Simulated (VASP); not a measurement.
WC, 2 atoms in the cell. Symmetry: F-43m, No. 216, cubic system. Conventional cell: a = 4.636 Å, b = 4.636 Å, c = 4.636 Å, α = 90.00°, β = 90.00°, γ = 90.00°. Within 2.7 Å of W (site symmetry -43m) lie 4 C at 2.01 Å. C (site symmetry -43m) has 4 W at 2.01 Å within 2.7 Å. 

* Program: VASP 6.6.1
* Task: single point
* Functional: PBEsol-based global hybrid with 25 % exact exchange
* Potentials or basis: VASP PAW PBE potentials, release 64 (W_sv, C)
* Cutoff: 640 eV
* k mesh: 5 × 5 × 5
* Occupations: fermi-dirac, width 0.05 eV
* Spin: no spin polarisation
* Dipole correction: no
* Grid for exact exchange (PRECFOCK): Normal
* Share of exact exchange: 0.25
* Second try: not_converged
* Further INCAR settings: ALGO = All; EDIFF = 1e-06; NBANDS = 16

Potentials or basis: VASP PAW PBE potentials, release 64 (W_sv, C).

Command:

```bash
$ cat potpaw_PBE.64/W_sv/POTCAR potpaw_PBE.64/C/POTCAR > POTCAR
$ cp INCAR.step1 INCAR
$ mpirun -np 4 vasp_std > vasp.out
$ cp INCAR.step2 INCAR
$ mpirun -np 4 vasp_std > vasp.out
```

Hardware: 4 MPI ranks on Intel(R) Xeon(R) Platinum 8375C CPU @ 2.90GHz (Ice Lake), on a shared host.

Estimate the wall time of this run.

Wall time 17 min on 4 MPI ranks on Intel(R) Xeon(R) Platinum 8375C CPU @ 2.90GHz (Ice Lake), on a shared host, peak memory 0.18 GiB a rank. Counts: k points 10.
